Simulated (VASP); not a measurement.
A run of VASP 6.6.1 is set up as follows.

Contents of INCAR:

```
SYSTEM = Si3C4
ALGO     = Normal         ! electronic algorithm
DIPOL    = 0.5 0.5 0.350
EDIFF    = 1E-7           ! SCF threshold, eV
ENCUT    = 520            ! plane-wave cutoff, eV
GGA      = PE             ! functional
IDIPOL   = 3            
ISIF     = 2              ! what is computed and relaxed
ISMEAR   = 0              ! smearing method
ISPIN    = 2              ! spin polarisation
LASPH    = .TRUE.         ! aspherical terms in the spheres
LCHARG   = .FALSE.        ! write CHGCAR
LDIPOL   = .TRUE.       
LORBIT   = 11             ! projections on sites
LREAL    = .FALSE.        ! projectors in reciprocal space
LWAVE    = .FALSE.        ! write WAVECAR
MAGMOM   = 0 0 0 2 0 0 0  ! initial moments
NBANDS   = 27             ! bands
NELM     = 150            ! most SCF steps
PREC     = Accurate       ! precision mode
SIGMA    = 0.05           ! smearing width, eV
```

Contents of KPOINTS:

```
k-points
0
G
  9 9 1
  0 0 0
```

POSCAR

```
Si3C4
1.0
    3.0967390168      0.0000000000      0.0000000000
    0.0000000000      3.0967390168      0.0000000000
    0.0000000000      0.0000000000     20.9699133985
C Si
4 3
Direct
    0.0000000000      0.5000000000      0.1907494764
    0.5000000000      0.0000000000      0.2951717082
    0.0000000000      0.5000000000      0.3986724483
    0.7500000000      0.7500000000      0.5218673535
    0.5000000000      0.5000000000      0.2429605923
    0.0000000000      0.0000000000      0.3461922397
    0.5000000000      0.5000000000      0.4515952555
```

Potentials or basis: VASP PAW PBE potentials, release 64 (C, Si).

Run with:

```console
$ cat potpaw_PBE.64/C/POTCAR potpaw_PBE.64/Si/POTCAR > POTCAR
$ mpirun -np 1 vasp_std > vasp.out
```

Problem. Estimate the largest force.

Solution. 2.519 eV/Å.

Problem. Estimate the net moment.

Solution. -0.22 μB per cell.

Problem. What does it give for the site moments?

Solution. C -0.36, -0.04, +0.03, +0.26; Si -0.02, -0.00, -0.01 μB.

Forces in eV/Å, atoms in the order of the input:
```
C    0.004  0.017  2.115
C    0.038 -0.052  0.268
C    0.182 -0.397  0.016
C   -0.380  0.758 -0.008
Si   0.002 -0.007 -2.519
Si   0.106  0.045  0.032
Si   0.048 -0.364  0.096
```
